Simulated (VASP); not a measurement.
# Fe3SnSb (P3m1) in VASP: a series of runs

The runs below take Fe3SnSb through single point, with PBE.

Program: VASP 6.6.1. These are calculated values, not measurements. Logs are shortened: lines on timing, memory, paths and dates and some standing lists are left out, and cuts for length are marked.

## 1. The cell of the first run

Symmetry: P3m1, No. 156, trigonal system. Conventional cell: a = 4.266 Å, b = 4.266 Å, c = 5.471 Å, α = 90.00°, β = 90.00°, γ = 120.00°. Sb (site symmetry 3m) has 8 Fe at 2.61 to 3.03 Å and 3 Sn at 3.15 Å within 3.4 Å. Sn (site symmetry 3m) has 8 Fe at 2.62 to 3.02 Å and 3 Sb at 3.15 Å within 3.5 Å. Within 3.4 Å of Fe (site symmetry 3m) lie 6 Fe at 2.61 to 2.62 Å and 3 Sn at 3.02 Å and 3 Sb at 3.03 Å. Within 3.4 Å of Fe (site symmetry 3m) lie 6 Fe at 2.61 to 3.02 Å and 2 Sb at 2.62 to 2.85 Å and 3 Sn at 2.62 Å. Within 3.4 Å of Fe (site symmetry 3m) lie 3 Sb at 2.61 Å and 6 Fe at 2.62 to 3.02 Å and 2 Sn at 2.64 to 2.83 Å.

## 2. Single point, PBE, collinear spin, ferromagnetic start

INCAR

```
SYSTEM = Fe3SnSb
ALGO = Normal
EDIFF = 1E-6
ENCUT = 520
GGA = PE
ISIF = 2
ISMEAR = -1
ISPIN = 2
LASPH = .True.
LCHARG = .True.
LELF = .True.
LMAXMIX = 4
LORBIT = 11
LREAL = .False.
LVHAR = .True.
LWAVE = .False.
MAGMOM = 0 0 3 3 3
NBANDS = 34
NELM = 150
PREC = Accurate
SIGMA = 0.05
```

KPOINTS

```
k-points
0
Gamma
  7 7 5
  0 0 0
```

POSCAR

```
Fe3SnSb
1.0
    4.2657113357      0.0000000000      0.0000000000
   -2.1328556679      3.6942143820      0.0000000000
    0.0000000000      0.0000000000      5.4707012405
Sb Sn Fe
1 1 3
Direct
    0.3333333333      0.6666666667      0.8204750000
    0.0000000000      0.0000000000      0.1786800000
    0.6666666667      0.3333333333      0.4975580000
    0.3333333333      0.6666666667      0.3418710000
    0.0000000000      0.0000000000      0.6614150000
```

Potentials or basis: VASP PAW PBE potentials, release 64 (Sb, Sn_d, Fe).

Started as:

```
$ cat potpaw_PBE.64/Sb/POTCAR potpaw_PBE.64/Sn_d/POTCAR potpaw_PBE.64/Fe/POTCAR > POTCAR
$ mpirun -np 1 vasp_std > vasp.out
```

OUTCAR:

```text
SYSTEM = Fe3SnSb
   EDIFF = 1E-6
   ENCUT = 520
   GGA = PE
   ISIF = 2
   ISMEAR = -1
   ISPIN = 2
   LASPH = .True.
   LORBIT = 11
   LREAL = .False.
   NELM = 150
   PREC = Accurate

 ion  position               nearest neighbor table
   1  0.333  0.667  0.820-   5 2.61   5 2.61   5 2.61   4 2.62   4 2.85   3 3.03   3 3.03   3 3.03
                             2 3.15   2 3.15   2 3.15
   2  0.000  0.000  0.179-   4 2.62   4 2.62   4 2.62   5 2.64   5 2.83   3 3.02   3 3.02   3 3.02
                             1 3.15   1 3.15   1 3.15
   3  0.667  0.333  0.498-   4 2.61   4 2.61   4 2.61   5 2.62   5 2.62   5 2.62   2 3.02   2 3.02
                             2 3.02   1 3.03   1 3.03   1 3.03
   4  0.333  0.667  0.342-   3 2.61   3 2.61   3 2.61   1 2.62   2 2.62   2 2.62   2 2.62   1 2.85
                             5 3.02   5 3.02   5 3.02
   5  0.000  0.000  0.661-   1 2.61   1 2.61   1 2.61   3 2.62   3 2.62   3 2.62   2 2.64   2 2.83
                             4 3.02   4 3.02   4 3.02

  LATTYP: Found a hexagonal cell.
 ALAT       =     4.2657113357
 C/A-ratio  =     1.2824827584

  Lattice vectors:

 A1 = (   4.2657113357,   0.0000000000,   0.0000000000)
 A2 = (  -2.1328556679,   3.6942143820,   0.0000000000)
 A3 = (   0.0000000000,   0.0000000000,   5.4707012405)

Analysis of symmetry for initial positions (statically):
=====================================================================
 Subroutine PRICEL returns:
 Original cell was already a primitive cell.

 Routine SETGRP: Setting up the symmetry group for a
 hexagonal supercell.

 Subroutine GETGRP returns: Found  6 space group operations
 (whereof  6 operations were pure point group operations)
 out of a pool of 24 trial point group operations.

The static configuration has the point symmetry C_3v.

Analysis of symmetry for dynamics (positions and initial velocities):
=====================================================================
 Subroutine PRICEL returns:
 Original cell was already a primitive cell.

 Routine SETGRP: Setting up the symmetry group for a
 hexagonal supercell.

 Subroutine GETGRP returns: Found  6 space group operations
 (whereof  6 operations were pure point group operations)
 out of a pool of 24 trial point group operations.

The dynamic configuration has the point symmetry C_3v.

Analysis of structural, dynamic, and magnetic symmetry:
=====================================================================
 Subroutine PRICEL returns:
 Original cell was already a primitive cell.

 Routine SETGRP: Setting up the symmetry group for a
 hexagonal supercell.

 Subroutine GETGRP returns: Found  6 space group operations
 (whereof  6 operations were pure point group operations)
 out of a pool of 24 trial point group operations.

The overall configuration has the point symmetry C_3v.

 Subroutine INISYM returns: Found  6 space group operations
 (whereof  6 operations are pure point group operations),
 and found     1 'primitive' translations

----------------------------------------------------------------------------------------

                                     Primitive cell

  volume of cell :      86.2098

  direct lattice vectors                    reciprocal lattice vectors
     4.265711336  0.000000000  0.000000000     0.234427490  0.135346774  0.000000000
    -2.132855668  3.694214382  0.000000000     0.000000000  0.270693549  0.000000000
     0.000000000  0.000000000  5.470701241     0.000000000  0.000000000  0.182791923

  length of vectors
     4.265711336  4.265711336  5.470701241     0.270693549  0.270693549  0.182791923

  position of ions in fractional coordinates (direct lattice)
     0.333333333  0.666666667  0.820475000
     0.000000000  0.000000000  0.178680000
     0.666666667  0.333333333  0.497558000
     0.333333333  0.666666667  0.341871000
     0.000000000  0.000000000  0.661415000

  ion indices of the primitive-cell ions
   primitive index   ion index
                 1           1
                 2           2
                 3           3
                 4           4
[... 29 lines left out ...]
            Coordinates               Weight
  0.000000  0.000000  0.000000      1.000000
  0.142857  0.000000  0.000000      6.000000
  0.285714 -0.000000  0.000000      6.000000
  0.428571  0.000000  0.000000      6.000000
  0.142857  0.142857  0.000000      6.000000
  0.285714  0.142857  0.000000     12.000000
[... 16 lines left out ...]
  0.000000  0.142857  0.400000      6.000000
  0.285714 -0.000000  0.400000      6.000000
 [... further k-points ...]
   k-points           NKPTS =     32   k-points in BZ     NKDIM =     32   number of bands    NBANDS=     34
   number of dos      NEDOS =    301   number of ions     NIONS =      5
   total plane-waves  NPLWV =  43008
   dimension x,y,z NGX =    32 NGY =   32 NGZ =   42
   dimension x,y,z NGXF=    64 NGYF=   64 NGZF=   84
   ions per type =               1   1   3
   NGX,Y,Z   is equivalent  to a cutoff of  12.47, 12.47, 12.76 a.u.
   NGXF,Y,Z  is equivalent  to a cutoff of  24.94, 24.94, 25.53 a.u.
 SYSTEM =  Fe3SnSb
   PREC   = accura    normal or accurate (medium, high low for compatibility)
   ISTART =      0    job   : 0-new  1-cont  2-samecut
   ICHARG =      2    charge: 1-file 2-atom 10-const
   ISPIN  =      2    spin polarized calculation?
   LNONCOLLINEAR =      F non collinear calculations
   LSORBIT =      F    spin-orbit coupling
   LASPH  =      T    aspherical Exc in radial PAW
   ENCUT  =  520.0 eV  38.22 Ry    6.18 a.u.   7.93  7.93 10.17*2*pi/ulx,y,z
   NELM   =    150;   NELMIN=  2; NELMDL= -5     # of ELM steps
   EDIFF  = 0.1E-05   stopping-criterion for ELM
   LREAL  =      F    real-space projection
   EDIFFG = 0.1E-04   stopping-criterion for IOM
   NSW    =      0    number of steps for IOM
   IBRION =     -1    ionic relax: 0-MD 1-quasi-New 2-CG
   NFREE  =      0    steps in history (QN), initial steepest desc. (CG)
   ISIF   =      2    stress and relaxation
   ISYM   =      2    0-nonsym 1-usesym 2-fastsym
   POTIM  = 0.5000    time-step for ionic-motion
   TEBEG  =    0.0;   TEEND  =   0.0 temperature during run
   PSTRESS=    0.0 pullay stress
   NELECT =      43.0000    total number of electrons
   NUPDOWN=      -1.0000    fix difference up-down
   EMIN   =  10.00;   EMAX   =-10.00  energy-range for DOS
   EFERMI =   0.00;   METHOD = LEGACY
   ISMEAR =    -1;   SIGMA  =   0.05  broadening in eV -4-tet -1-fermi 0-gaus
   EFERMI_NEDOS =   21; number of points for ismear=-14 and -15
   IALGO  =     38    algorithm
   IMIX   =      4    mixing-type and parameters
     AMIX     =   0.40;   BMIX     =  1.00
     AMIX_MAG =   1.60;   BMIX_MAG =  1.00
  volume/ion in A,a.u.               =      17.24       116.35
  Fermi-wavevector in a.u.,A,eV,Ry     =   1.298311  2.453452 22.934143  1.685612
  Thomas-Fermi vector in A             =   2.429648
   LORBIT       =     11    0 simple, 1 ext, 2 COOP (PROOUT), +10 PAW based schemes
   GGA     = PE    functional components
   LHFCALC =     F    Hartree Fock is set to
   AEXX    =    0.0000 exact exchange contribution
   IVDW    =     0    specifies the selected vdW correction
   LEPSILON=     F    determine dielectric tensor
   LRPA    =     F    only Hartree local field effects (RPA)
 spin polarized calculation
  energy-cutoff  :      520.00
  volume of cell :       86.21
 maximum number of plane-waves:      2340
   NGX = 15   NGY = 15   NGZ = 21

 number of electron      42.9999993 magnetization       6.0681112

 Free energy of the ion-electron system (eV)
  ---------------------------------------------------
  ext. energy  EPLUGINS =         0.00000000
  ---------------------------------------------------
  free energy    TOTEN  =       -31.94035605 eV

  energy without entropy =      -31.90389054  energy(sigma->0) =      -31.92212329

 E-fermi :   7.6402     XC(G=0): -11.4528

 val. band max:        7.6351282552   @ k =   0.2857   0.2857   0.2000
 cond. band min:       7.6457984895   @ k =   0.4286   0.0000   0.4000
 fundamental gap:      0.0106702343
 Fermi energy:         7.6401832634

 spin component 1

 k-point     1 :       0.0000    0.0000    0.0000
  band No.  band energies     occupation
      1     -13.6826      1.00000
      2     -13.6804      1.00000
      3     -13.6804      1.00000
      4     -13.6522      1.00000
      5     -13.6522      1.00000
      6      -4.1416      1.00000
[... 853 lines left out ...]
     32      14.4520      0.00000
     33      14.8638      0.00000

 [... further k-points ...]

 spin component 2

 k-point     1 :       0.0000    0.0000    0.0000
  band No.  band energies     occupation
      1     -13.6992      1.00000
      2     -13.6975      1.00000
      3     -13.6975      1.00000
      4     -13.6738      1.00000
      5     -13.6738      1.00000
      6      -4.1546      1.00000
[... 853 lines left out ...]
     32      14.5174      0.00000
     33      15.2379      0.00000

 [... further k-points ...]

 [bands above 33 left out]

------------------------ aborting loop because EDIFF is reached ----------------------------------------

  FORCE on cell =-STRESS in cart. coord.  units (eV):
  Direction    XX          YY          ZZ          XY          YZ          ZX
  --------------------------------------------------------------------------------------
  -------------------------------------------------------------------------------------
  Total       -1.9530707     -1.9530707     -1.5717528      0.0000000      0.0000000     -0.0000000
  in kB      -36.2971060    -36.2971060    -29.2104514      0.0000000      0.0000000     -0.0000000
  external PRESSURE =     -33.9348878 kB  Pullay stress =       0.0000000 kB

 VOLUME and BASIS-vectors are now :
 -----------------------------------------------------------------------------
  energy-cutoff  :      520.00
  volume of cell :       86.21
      direct lattice vectors                 reciprocal lattice vectors
     4.265711336  0.000000000  0.000000000     0.234427490  0.135346774  0.000000000
    -2.132855668  3.694214382  0.000000000     0.000000000  0.270693549  0.000000000
     0.000000000  0.000000000  5.470701241     0.000000000  0.000000000  0.182791923

 POSITION                                       TOTAL-FORCE (eV/Angst)
 -----------------------------------------------------------------------------------
     -0.00000      2.46281      4.48857         0.000000      0.000000     -0.168641
      0.00000      0.00000      0.97750        -0.000000     -0.000000      0.146248
      2.13286      1.23140      2.72199        -0.000000      0.000000      0.010348
     -0.00000      2.46281      1.87027         0.000000      0.000000      0.026160
      0.00000      0.00000      3.61840        -0.000000      0.000000     -0.014115
 -----------------------------------------------------------------------------------
    total drift:                               -0.000000     -0.000000      0.000021

  FREE ENERGIE OF THE ION-ELECTRON SYSTEM (eV)
  ---------------------------------------------------
  free  energy   TOTEN  =       -31.9403560515 eV

  energy  without entropy=      -31.9038905372  energy(sigma->0) =      -31.92212329

 total charge

# of ion       s       p       d       tot
------------------------------------------
    1        1.112   1.246   0.083   2.441
    2        1.132   1.208  10.046  12.386
    3        0.393   0.373   6.163   6.929
    4        0.396   0.423   6.367   7.186
    5        0.388   0.432   6.381   7.201
--------------------------------------------------
tot          3.420   3.682  29.042  36.144

 magnetization (x)

# of ion       s       p       d       tot
------------------------------------------
    1        0.010  -0.051  -0.006  -0.047
    2       -0.001  -0.096  -0.003  -0.099
    3        0.008  -0.008   2.701   2.702
    4        0.004   0.001   1.879   1.884
    5        0.004  -0.001   1.688   1.691
--------------------------------------------------
tot          0.026  -0.155   6.260   6.130
```

Wall time 1.7 min (1 thread of AMD EPYC 9R45 (Zen 5), shared host); peak memory 0.3 GiB.

What came out:

| Quantity | Value |
| --- | --- |
| Free energy | -31.9404 eV |
| Pressure | -3.4 GPa |
| Largest force | 0.169 eV/Å |
| Net moment | 6.07 μB per cell |
| Site moments | Sb -0.05; Sn -0.10; Fe +2.70, +1.88, +1.69 μB |
| Valence electrons inside the program's atomic spheres | Sb 2.44; Sn 12.39; Fe 6.93, 7.19, 7.20 |

Forces on the atoms (eV/Å):
```
Sb   0.000  0.000 -0.169
Sn   0.000  0.000  0.146
Fe   0.000  0.000  0.010
Fe   0.000  0.000  0.026
Fe   0.000  0.000 -0.014
```

Stress tensor (GPa, compression positive):
```
-3.63  0.00  0.00
 0.00 -3.63  0.00
 0.00  0.00 -2.92
```

Levels at points of the mesh, in eV from the Fermi level:
Spin up:
| k point | band 23 | band 24 | band 25 | band 26 | band 27 | band 28 |
| --- | --- | --- | --- | --- | --- | --- |
| (0.00, 0.00, 0.00) | -1.18 | 1.20 | 1.27 | 1.27 | 3.24 | 3.24 |
Spin down:
| k point | band 15 | band 16 | band 17 | band 18 | band 19 | band 20 | band 21 | band 22 |
| --- | --- | --- | --- | --- | --- | --- | --- | --- |
| (0.00, 0.00, 0.00) | -0.58 | -0.58 | -0.38 | -0.17 | 0.36 | 0.36 | 0.71 | 1.22 |

Caveat: the cell stands under tension; spin-orbit coupling is left out, which moves the levels of the heavy elements; the run started ferromagnetic, and an antiferromagnetic order may lie lower in energy.

## 3. Single point, PBE, collinear spin, ferromagnetic start

This run uses another cell than the first one, of 17.57 Å³/atom.

INCAR

```
SYSTEM = Fe3SnSb
  PREC = Accurate
  ENCUT = 520
  EDIFF = 1E-7
  ISMEAR = -1
  SIGMA = 0.05
  LREAL = .False.
  LASPH = .True.
  NELM = 150
  ALGO = Normal
  ISIF = 2
  LWAVE = .False.
  LCHARG = .False.
  ISPIN = 2
  MAGMOM = 0 0 3 3 3
  LORBIT = 11
  LMAXMIX = 4
  GGA = PE
  NBANDS = 34
```

KPOINTS

```
regular mesh
0
Gamma
  7 7 5
  0 0 0
```

Changes to POSCAR since step 2:

```diff
@@ -2,5 +2,5 @@
 1.0
-    4.2657113357      0.0000000000      0.0000000000
-   -2.1328556679      3.6942143820      0.0000000000
-    0.0000000000      0.0000000000      5.4707012405
+    4.2928822042      0.0000000000      0.0000000000
+   -2.1464411021      3.7177450443      0.0000000000
+    0.0000000000      0.0000000000      5.5055474109
 Sb Sn Fe
```

Potentials or basis: VASP PAW PBE potentials, release 64 (Sb, Sn_d, Fe).

Started as:

```
$ cat potpaw_PBE.64/Sb/POTCAR potpaw_PBE.64/Sn_d/POTCAR potpaw_PBE.64/Fe/POTCAR > POTCAR
$ mpirun -np 1 vasp_std > vasp.out
```

Run time: 1.9 min. Hardware: 1 thread of AMD EPYC 9R45 (Zen 5), shared host; peak memory 0.3 GiB.

It converged, with:

* Free energy: -31.8962 eV
* Pressure: -5.1 GPa
* Largest force: 0.244 eV/Å
* Net moment: 6.14 μB per cell
* Site moments: Sb -0.05; Sn -0.10; Fe +2.71, +1.92, +1.74 μB
* Valence electrons inside the program's atomic spheres: Sb 2.43; Sn 12.36; Fe 6.91, 7.15, 7.16

Forces on the atoms (eV/Å):
```
Sb   0.000  0.000 -0.244
Sn   0.000  0.000  0.215
Fe   0.000  0.000  0.010
Fe   0.000  0.000  0.044
Fe   0.000  0.000 -0.025
```

Stress tensor (GPa, compression positive):
```
-5.38  0.00  0.00
 0.00 -5.38  0.00
 0.00  0.00 -4.65
```

Levels at points of the mesh, in eV from the Fermi level:
Spin up:
```tsv
k point	band 23	band 24	band 25	band 26	band 27	band 28
(0.00, 0.00, 0.00)	-1.23	1.08	1.19	1.19	3.16	3.16
```
Spin down:
| k point | band 14 | band 15 | band 16 | band 17 | band 18 | band 19 | band 20 | band 21 | band 22 | band 23 |
| --- | --- | --- | --- | --- | --- | --- | --- | --- | --- | --- |
| (0.00, 0.00, 0.00) | -1.37 | -0.56 | -0.56 | -0.36 | -0.16 | 0.37 | 0.37 | 0.70 | 1.21 | 1.21 |

Caveat: the cell stands under tension; spin-orbit coupling is left out, which moves the levels of the heavy elements; the run started ferromagnetic, and an antiferromagnetic order may lie lower in energy.
